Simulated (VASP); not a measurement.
The system is MgI2.

```
Mg I
1.0
     4.20720    0.00000    0.00000
    -2.10360    3.64354    0.00000
     0.00000    0.00000    8.12419
Mg I
1 2
Direct
  0.00000 0.00000 0.00000
  0.33333 0.66667 0.78587
  0.66667 0.33333 0.21413
```

This cell differs from its parent crystal: engineering shear strain xz +0.0000, normal strain along z +0.0400.

```yaml
Program: VASP 6.6.1
Task: relaxation of the atoms
Functional: PBE
Potentials_or_basis: VASP PAW PBE potentials, release 64 (Mg, I)
Cutoff: 520 eV
k_mesh: 6 × 6 × 4
Occupations: gaussian, width 0.05 eV
Spin: no spin polarisation
```

At the start: pressure -0.9 GPa; volume 41.51 Å³/atom.

Question: Where does the relaxation end?

Answer: Over 4 steps the energy falls by 7.1 meV/atom at a fixed cell; space group P-3m1 (No. 164, to 0.1 Å) before and after.

Step by step:
```
step  energy change (eV)  largest force (eV/Å)  pressure (GPa)
   1              0.0000                0.3065           -0.85
   2             -0.0081                0.2429           -0.68
   3             -0.0209                0.0428           -0.15
   4             -0.0213                0.0022           -0.03
```

Final structure:
```cif
data_structure
_symmetry_space_group_name_H-M 'P 1'
_symmetry_Int_Tables_number 1
_cell_length_a 4.2072
_cell_length_b 4.2072
_cell_length_c 8.1242
_cell_angle_alpha 90.000
_cell_angle_beta 90.000
_cell_angle_gamma 120.000
_cell_volume 124.54
loop_
_atom_site_label
_atom_site_type_symbol
_atom_site_fract_x
_atom_site_fract_y
_atom_site_fract_z
_atom_site_occupancy
Mg1 Mg 0.00000 0.00000 0.00000 1
I1 I 0.33333 0.66667 0.79431 1
I2 I 0.66667 0.33333 0.20569 1
```

Caveat: the cell differs from its parent crystal (engineering shear strain xz +0.0000, normal strain along z +0.0400); this functional lacks dispersion, which binds layers or chains, so the pressure and a relaxed spacing across them are unreliable.
